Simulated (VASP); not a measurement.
A run of VASP 6.6.1 is set up as follows.

INCAR

```
PREC     = Accurate       # precision mode
ENCUT    = 520            # plane-wave cutoff, eV
EDIFF    = 1E-6           # SCF threshold, eV
ISMEAR   = 0              # smearing method
SIGMA    = 0.01           # smearing width, eV
LREAL    = F              # projectors in reciprocal space
LASPH    = T              # aspherical terms in the spheres
NELM     = 60             # most SCF steps
ALGO     = Normal         # electronic algorithm
ISIF     = 2              # what is computed and relaxed
LWAVE    = F              # write WAVECAR
LCHARG   = T              # write CHGCAR
GGA      = PS             # functional
LELF     = T              # ELF
LVHAR    = T            
NBANDS   = 50             # bands
```

Contents of KPOINTS:

```
Automatic mesh
0
Gamma
  5 5 2
```

File POSCAR:

```
SnO
1.0
    2.7369120000     -2.7377960000      0.0000000000
    2.7369120000      2.7377960000      0.0000000000
    0.0000000000      0.0000000000     10.2219600000
Sn O
4 4
Direct
    0.7365470000      0.2634530000      0.8638580000
    0.2634530000      0.7365470000      0.1361420000
    0.7634530000      0.2365470000      0.3638580000
    0.2365470000      0.7634530000      0.6361420000
    0.2619440000      0.2380560000      0.2500000000
    0.7380560000      0.7619440000      0.7500000000
    0.2380560000      0.2619440000      0.7500000000
    0.7619440000      0.7380560000      0.2500000000
```

Potentials or basis: VASP PAW PBE potentials, release 64 (Sn_d, O).

The run is started by

```sh
$ cat potpaw_PBE.64/Sn_d/POTCAR potpaw_PBE.64/O/POTCAR > POTCAR
$ mpirun -np 1 vasp_std > vasp.out
```

(1) Predict the pressure.

(2) Predict the band gap on the k mesh.

Answers

(1) -3.9 GPa.

(2) 0.91 eV.

Caveat: the cell stands under tension; the PAW data sets were made with another functional, which shifts forces and pressure a little; spin-orbit coupling is left out, which moves the levels of the heavy elements; an odd mesh through Γ misses points on the zone boundary, where band edges can lie.
